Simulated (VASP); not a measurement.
# SiO2 (P6_322) in VASP: a series of runs

SiO2 is run at these levels: PBE; tasks: single point.

All numbers are computed with VASP 6.6.1; they aren't measurements. Logs are shortened: lines on timing, memory, paths and dates and some standing lists are left out, and cuts for length are marked.

### 1 The cell of the first run

Symmetry: P6_322, No. 182, hexagonal system. Conventional cell: a = 4.589 Å, b = 4.589 Å, c = 8.456 Å, α = 90.00°, β = 90.00°, γ = 120.00°. Si (site symmetry 3) has 4 O at 1.58 to 1.61 Å within 2.1 Å. Within 2.1 Å of O (site symmetry 2) lie 2 Si at 1.61 Å. Within 2.1 Å of O (site symmetry 32) lie 2 Si at 1.58 Å.

### 2 Single point, PBE

Contents of INCAR:

```
PREC = Accurate ; ENCUT = 520
EDIFF = 1E-7 ; ISMEAR = 0
SIGMA = 0.02 ; LREAL = False
LASPH = True ; NELM = 80
ALGO = Normal ; ISIF = 2
LWAVE = False ; LCHARG = True
GGA = PE ; LELF = True
LVHAR = True ; NBANDS = 44
```

Contents of KPOINTS:

```
regular mesh
0
Gamma
  6 6 4
```

Contents of POSCAR:

```
SiO2
1.0
    4.5892405052      0.0000000000      0.0000000000
   -2.2946202526      3.9743988616      0.0000000000
    0.0000000000      0.0000000000      8.4563649243
Si O
4 8
Direct
    0.6666666667      0.3333333333      0.9365742585
    0.6666666667      0.3333333333      0.5634257415
    0.3333333333      0.6666666667      0.0634257415
    0.3333333333      0.6666666667      0.4365742585
    0.0000000000      0.3402457933      0.0000000000
    0.3402457933      0.3402457933      0.5000000000
    0.6597542067      0.0000000000      0.5000000000
    0.6597542067      0.6597542067      0.0000000000
    0.0000000000      0.6597542067      0.5000000000
    0.6666666667      0.3333333333      0.7500000000
    0.3333333333      0.6666666667      0.2500000000
    0.3402457933      0.0000000000      0.0000000000
```

Potentials or basis: VASP PAW PBE potentials, release 64 (Si, O).

On the command line:

```bash
$ cat potpaw_PBE.64/Si/POTCAR potpaw_PBE.64/O/POTCAR > POTCAR
$ mpirun -np 1 vasp_std > vasp.out
```

OUTCAR:

```text
PREC = Accurate
   ENCUT = 520
   EDIFF = 1E-7
   ISMEAR = 0
   LREAL = False
   LASPH = True
   NELM = 80
   ISIF = 2
   GGA = PE

 ion  position               nearest neighbor table
   1  0.667  0.333  0.937-  10 1.58   5 1.61  12 1.61   8 1.61   3 2.86   3 2.86   3 2.86
   2  0.667  0.333  0.563-  10 1.58   7 1.61   9 1.61   6 1.61   4 2.86   4 2.86   4 2.86
   3  0.333  0.667  0.063-  11 1.58  12 1.61   5 1.61   8 1.61   1 2.86   1 2.86   1 2.86
   4  0.333  0.667  0.437-  11 1.58   9 1.61   7 1.61   6 1.61   2 2.86   2 2.86   2 2.86
   5  0.000  0.340  0.000-   1 1.61   3 1.61
   6  0.340  0.340  0.500-   2 1.61   4 1.61
   7  0.660  0.000  0.500-   2 1.61   4 1.61
   8  0.660  0.660  0.000-   3 1.61   1 1.61
   9  0.000  0.660  0.500-   4 1.61   2 1.61
  10  0.667  0.333  0.750-   1 1.58   2 1.58
  11  0.333  0.667  0.250-   3 1.58   4 1.58
  12  0.340  0.000  0.000-   3 1.61   1 1.61

  LATTYP: Found a hexagonal cell.
 ALAT       =     4.5892405052
 C/A-ratio  =     1.8426501977

  Lattice vectors:

 A1 = (   4.5892405052,   0.0000000000,   0.0000000000)
 A2 = (  -2.2946202526,   3.9743988616,   0.0000000000)
 A3 = (   0.0000000000,   0.0000000000,   8.4563649243)

Analysis of symmetry for initial positions (statically):
=====================================================================
 Subroutine PRICEL returns:
 Original cell was already a primitive cell.

 Routine SETGRP: Setting up the symmetry group for a
 hexagonal supercell.

 Subroutine GETGRP returns: Found 12 space group operations
 (whereof  6 operations were pure point group operations)
 out of a pool of 24 trial point group operations.

The static configuration has the point symmetry D_3 .
 The point group associated with its full space group is D_6 .

Analysis of symmetry for dynamics (positions and initial velocities):
=====================================================================
 Subroutine PRICEL returns:
 Original cell was already a primitive cell.

 Routine SETGRP: Setting up the symmetry group for a
 hexagonal supercell.

 Subroutine GETGRP returns: Found 12 space group operations
 (whereof  6 operations were pure point group operations)
 out of a pool of 24 trial point group operations.

The dynamic configuration has the point symmetry D_3 .
 The point group associated with its full space group is D_6 .

 Subroutine INISYM returns: Found 12 space group operations
 (whereof  6 operations are pure point group operations),
 and found     1 'primitive' translations

----------------------------------------------------------------------------------------

                                     Primitive cell

  volume of cell :     154.2396

  direct lattice vectors                    reciprocal lattice vectors
     4.589240505  0.000000000  0.000000000     0.217900979  0.125805189  0.000000000
    -2.294620253  3.974398862  0.000000000     0.000000000  0.251610378  0.000000000
     0.000000000  0.000000000  8.456364924     0.000000000  0.000000000  0.118254121

  length of vectors
     4.589240505  4.589240505  8.456364924     0.251610378  0.251610378  0.118254121

  position of ions in fractional coordinates (direct lattice)
     0.666666667  0.333333333  0.936574259
     0.666666667  0.333333333  0.563425741
     0.333333333  0.666666667  0.063425741
     0.333333333  0.666666667  0.436574259
     1.000000000  0.340245793  0.000000000
     0.340245793  0.340245793  0.500000000
     0.659754207  0.000000000  0.500000000
     0.659754207  0.659754207  0.000000000
     1.000000000  0.659754207  0.500000000
     0.666666667  0.333333333  0.750000000
     0.333333333  0.666666667  0.250000000
     0.340245793  0.000000000  0.000000000

  ion indices of the primitive-cell ions
   primitive index   ion index
                 1           1
                 2           2
                 3           3
                 4           4
                 5           5
                 6           6
                 7           7
                 8           8
                 9           9
                10          10
                11          11
                12          12

----------------------------------------------------------------------------------------

 KPOINTS: regular mesh

Automatic generation of k-mesh.
 Grid dimensions read from file:
 generate k-points for:    6    6    4

 Generating k-lattice:

  Cartesian coordinates                     Fractional coordinates (reciprocal lattice)
     0.036316830  0.020967532  0.000000000     0.166666667 -0.000000000  0.000000000
     0.000000000  0.041935063  0.000000000     0.000000000  0.166666667  0.000000000
     0.000000000  0.000000000  0.029563530     0.000000000  0.000000000  0.250000000

  Length of vectors
     0.041935063  0.041935063  0.029563530

  Shift w.r.t. Gamma in fractional coordinates (k-lattice)
     0.000000000  0.000000000  0.000000000

 Subroutine IBZKPT returns following result:
 ===========================================

 Found     21 irreducible k-points:

 Following reciprocal coordinates:
            Coordinates               Weight
  0.000000  0.000000  0.000000      1.000000
  0.166667  0.000000  0.000000      6.000000
  0.333333 -0.000000  0.000000      6.000000
  0.500000  0.000000  0.000000      3.000000
  0.166667  0.166667  0.000000      6.000000
  0.333333  0.166667  0.000000     12.000000
[... 13 lines left out ...]
  0.333333  0.166667  0.500000     12.000000
  0.333333  0.333333  0.500000      2.000000
   k-points           NKPTS =     21   k-points in BZ     NKDIM =     21   number of bands    NBANDS=     44
   number of dos      NEDOS =    301   number of ions     NIONS =     12
   total plane-waves  NPLWV =  82944
   dimension x,y,z NGX =    36 NGY =   36 NGZ =   64
   dimension x,y,z NGXF=    72 NGYF=   72 NGZF=  128
   ions per type =               4   8
   NGX,Y,Z   is equivalent  to a cutoff of  13.04, 13.04, 12.58 a.u.
   NGXF,Y,Z  is equivalent  to a cutoff of  26.08, 26.08, 25.16 a.u.
 SYSTEM =  unknown system
   PREC   = accura    normal or accurate (medium, high low for compatibility)
   ISTART =      0    job   : 0-new  1-cont  2-samecut
   ICHARG =      2    charge: 1-file 2-atom 10-const
   ISPIN  =      1    spin polarized calculation?
   LNONCOLLINEAR =      F non collinear calculations
   LSORBIT =      F    spin-orbit coupling
   LASPH  =      T    aspherical Exc in radial PAW
   ENCUT  =  520.0 eV  38.22 Ry    6.18 a.u.   8.53  8.53 15.72*2*pi/ulx,y,z
   NELM   =     80;   NELMIN=  2; NELMDL= -5     # of ELM steps
   EDIFF  = 0.1E-06   stopping-criterion for ELM
   LREAL  =      F    real-space projection
   EDIFFG = 0.1E-05   stopping-criterion for IOM
   NSW    =      0    number of steps for IOM
   IBRION =     -1    ionic relax: 0-MD 1-quasi-New 2-CG
   NFREE  =      0    steps in history (QN), initial steepest desc. (CG)
   ISIF   =      2    stress and relaxation
   ISYM   =      2    0-nonsym 1-usesym 2-fastsym
   POTIM  = 0.5000    time-step for ionic-motion
   TEBEG  =    0.0;   TEEND  =   0.0 temperature during run
   PSTRESS=    0.0 pullay stress
   NELECT =      64.0000    total number of electrons
   NUPDOWN=      -1.0000    fix difference up-down
   EMIN   =  10.00;   EMAX   =-10.00  energy-range for DOS
   EFERMI =   0.00;   METHOD = LEGACY
   ISMEAR =     0;   SIGMA  =   0.02  broadening in eV -4-tet -1-fermi 0-gaus
   EFERMI_NEDOS =   21; number of points for ismear=-14 and -15
   IALGO  =     38    algorithm
   IMIX   =      4    mixing-type and parameters
     AMIX     =   0.40;   BMIX     =  1.00
     AMIX_MAG =   1.60;   BMIX_MAG =  1.00
  volume/ion in A,a.u.               =      12.85        86.74
  Fermi-wavevector in a.u.,A,eV,Ry     =   1.221058  2.307464 20.286038  1.490982
  Thomas-Fermi vector in A             =   2.356253
   LORBIT       =      0    0 simple, 1 ext, 2 COOP (PROOUT), +10 PAW based schemes
   GGA     = PE    functional components
   LHFCALC =     F    Hartree Fock is set to
   AEXX    =    0.0000 exact exchange contribution
   IVDW    =     0    specifies the selected vdW correction
   LEPSILON=     F    determine dielectric tensor
   LRPA    =     F    only Hartree local field effects (RPA)
 non-spin polarized calculation
 Gauss-broadening in eV      SIGMA  =   0.02
  energy-cutoff  :      520.00
  volume of cell :      154.24
 maximum number of plane-waves:      4189
 NGX is ok and might be reduce to    36
   NGX = 17   NGY = 17   NGZ = 31

 number of electron      63.9999988 magnetization

 Free energy of the ion-electron system (eV)
  ---------------------------------------------------
  ext. energy  EPLUGINS =         0.00000000
  ---------------------------------------------------
  free energy    TOTEN  =       -93.44839005 eV

  energy without entropy =      -93.44839005  energy(sigma->0) =      -93.44839005

 E-fermi :   1.2640     XC(G=0):  -8.9202

 val. band max:        1.1196420398   @ k =   0.0000   0.0000   0.2500
 cond. band min:       6.8920684775   @ k =   0.0000   0.0000   0.0000
 fundamental gap:      5.7724264377
 Fermi energy:         1.2640163033

 k-point     1 :       0.0000    0.0000    0.0000
  band No.  band energies     occupation
      1     -18.8431      2.00000
      2     -18.4461      2.00000
      3     -17.2168      2.00000
      4     -16.5634      2.00000
      5     -16.3773      2.00000
      6     -16.3773      2.00000
[... 36 lines left out ...]
     43      13.6706      0.00000
     44      13.7037      0.00000

 k-point     2 :       0.1667    0.0000    0.0000
  band No.  band energies     occupation
      1     -18.7389      2.00000
      2     -18.3308      2.00000
      3     -17.2876      2.00000
      4     -16.5713      2.00000
      5     -16.5121      2.00000
      6     -16.4257      2.00000
[... 885 lines left out ...]
 k-point    21 :       0.3333    0.3333    0.5000
  band No.  band energies     occupation
      1     -17.9538      2.00000
      2     -17.9538      2.00000
      3     -17.4274      2.00000
      4     -17.4274      2.00000
      5     -16.6665      2.00000
      6     -16.6665      2.00000
[... 36 lines left out ...]
     43      11.7835      0.00000
     44      11.7835      0.00000

------------------------ aborting loop because EDIFF is reached ----------------------------------------

  FORCE on cell =-STRESS in cart. coord.  units (eV):
  Direction    XX          YY          ZZ          XY          YZ          ZX
  --------------------------------------------------------------------------------------
  -------------------------------------------------------------------------------------
  Total       14.7573797     14.7573797     14.6270403      0.0000000     -0.0000000     -0.0000000
  in kB      153.2935388    153.2935388    151.9396270      0.0000000     -0.0000000     -0.0000000
  external PRESSURE =     152.8422348 kB  Pullay stress =       0.0000000 kB

 VOLUME and BASIS-vectors are now :
 -----------------------------------------------------------------------------
  energy-cutoff  :      520.00
  volume of cell :      154.24
      direct lattice vectors                 reciprocal lattice vectors
     4.589240505  0.000000000  0.000000000     0.217900979  0.125805189  0.000000000
    -2.294620253  3.974398862  0.000000000     0.000000000  0.251610378  0.000000000
     0.000000000  0.000000000  8.456364924     0.000000000  0.000000000  0.118254121

 POSITION                                       TOTAL-FORCE (eV/Angst)
 -----------------------------------------------------------------------------------
      2.29462      1.32480      7.92001        -0.000000      0.000000     -0.044424
      2.29462      1.32480      4.76453        -0.000000      0.000000      0.044424
     -0.00000      2.64960      0.53635        -0.000000      0.000000      0.044424
     -0.00000      2.64960      3.69183        -0.000000      0.000000     -0.044424
     -0.78073      1.35227      0.00000         0.007856     -0.013607      0.000000
      0.78073      1.35227      4.22818        -0.007856     -0.013607      0.000000
      3.02777      0.00000      4.22818         0.015711      0.000000      0.000000
      1.51389      2.62213      0.00000         0.007856      0.013607      0.000000
     -1.51389      2.62213      4.22818        -0.007856      0.013607      0.000000
      2.29462      1.32480      6.34227        -0.000000      0.000000      0.000000
     -0.00000      2.64960      2.11409        -0.000000      0.000000      0.000000
      1.56147      0.00000      0.00000        -0.015711      0.000000      0.000000
 -----------------------------------------------------------------------------------
    total drift:                                0.000000     -0.000000      0.000000

  FREE ENERGIE OF THE ION-ELECTRON SYSTEM (eV)
  ---------------------------------------------------
  free  energy   TOTEN  =       -93.4483900529 eV

  energy  without entropy=      -93.4483900529  energy(sigma->0) =      -93.44839005
```

Run time: 3.7 min. Hardware: 1 thread of Intel Xeon 6975P-C, shared host; peak memory 0.31 GiB.

Results:

* Free energy: -93.4484 eV
* Pressure: 15.3 GPa
* Largest force: 0.044 eV/Å
* Band gap on the k mesh: 5.77 eV, indirect (least direct gap 5.93 eV)

Forces on the atoms (eV/Å):
```
Si   0.000  0.000 -0.044
Si   0.000  0.000  0.044
Si   0.000  0.000  0.044
Si   0.000  0.000 -0.044
O    0.008 -0.014  0.000
O   -0.008 -0.014  0.000
O    0.016  0.000  0.000
O    0.008  0.014  0.000
O   -0.008  0.014  0.000
O    0.000  0.000  0.000
O    0.000  0.000  0.000
O   -0.016  0.000  0.000
```

Levels at points of the mesh, in eV from the valence-band top:
| k point | band 29 | band 30 | band 31 | band 32 | band 33 | band 34 | band 35 | band 36 |
| --- | --- | --- | --- | --- | --- | --- | --- | --- |
| (0.00, 0.00, 0.00) | -0.52 | -0.52 | -0.16 | -0.16 | 5.77 | 8.22 | 8.64 | 10.01 |
| (0.50, 0.00, 0.00) | -0.98 | -0.83 | -0.70 | -0.21 | 8.28 | 9.01 | 9.08 | 9.16 |
| (0.00, 0.00, 0.50) | -0.59 | -0.59 | -0.05 | -0.05 | 6.64 | 6.64 | 9.55 | 9.55 |
| (0.50, 0.00, 0.50) | -0.78 | -0.78 | -0.56 | -0.56 | 8.65 | 8.65 | 9.23 | 9.23 |

A k mesh can miss the band edges.

[end of part 1 of 2]
